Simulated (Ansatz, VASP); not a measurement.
## Mg3CdS2: VASP beside Ansatz

```
Mg Cd S
1.0
     5.22756    0.00000    0.00000
    -2.61378    4.52720    0.00000
     0.00000    0.00000    9.55950
Mg Cd S
3 1 2
Cartesian
  0.0000 3.0181 4.7798
  2.6138 1.5091 4.7798
  0.0000 0.0000 0.0000
  0.0000 0.0000 4.7798
  0.0000 0.0000 2.2642
  0.0000 0.0000 7.2953
```

Alike in both runs: functional PBE; k mesh 6 × 6 × 2; occupations gaussian, width 0.1 eV; no spin polarisation.

Ansatz relaxed the structure, and its values are those at the end. VASP's run is a single point on that final structure, the one shown.

|  | VASP | Ansatz |
| --- | --- | --- |
| version | VASP 6.6.1 | Ansatz 0.2.0 |
| potentials or method | VASP PAW PBE potentials, release 64 (Mg, Cd, S), cutoff 520 eV | scalar-relativistic, plane waves, PAW |
| valence electrons in the cell | 30 | 62 |

Ansatz gave:

| Quantity | Value |
| --- | --- |
| gap on the k mesh at the Fermi level (eV) | none |
| pressure (GPa) | 0.1 |
| rms of the force components (eV/Å) | 0.000 |

Task: Which values does VASP return?

Result: gap on the k mesh at the Fermi level (eV): none; pressure (GPa): 0.2; rms of the force components (eV/Å): 0.014.

A gap of «none» marks a metal or a gap that the smearing closes. VASP's potentials hold 30 valence electrons a cell and Ansatz's 62, so a difference there can come from the potentials and not from the codes.
